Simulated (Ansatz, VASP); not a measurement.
# Two plane-wave programs on In2GeO2

```
In Ge O
1.0
     3.59622    0.00000    0.00000
    -1.79811    3.11442    0.00000
     0.00000    0.00000    9.14480
In Ge O
2 1 2
Direct
  0.66667 0.33333 0.88793
  0.33333 0.66667 0.47838
  0.33333 0.66667 0.17248
  0.66667 0.33333 0.15855
  0.00000 0.00000 0.55266
```

Change from the starting cell: species swapped into the Sn2Pd2Au type (P3m1, No. 156).

Alike in both runs: functional PBE; k mesh 12 × 12 × 4; occupations gaussian, width 0.01 eV; no spin polarisation.

Ansatz relaxed the structure, and its values are those at the end. VASP's run is a single point on that final structure, the one shown.

|  | VASP | Ansatz |
| --- | --- | --- |
| version | VASP 6.6.1 | Ansatz 0.2.0 |
| potentials or method | VASP PAW PBE potentials, release 64 (In_d, Ge_d, O), cutoff 520 eV | scalar-relativistic, plane waves, PAW |
| valence electrons in the cell | 52 | 52 |

```csv
,VASP,Ansatz,Ansatz less VASP
gap on the k mesh at the Fermi level (eV),0.21,0.21,+0.001
least direct gap on the mesh (eV),0.76,0.76,+0.001
pressure (GPa),0.1,0.0,-0.11
rms of the force components (eV/Å),0.009,0.002,-0.0075
```
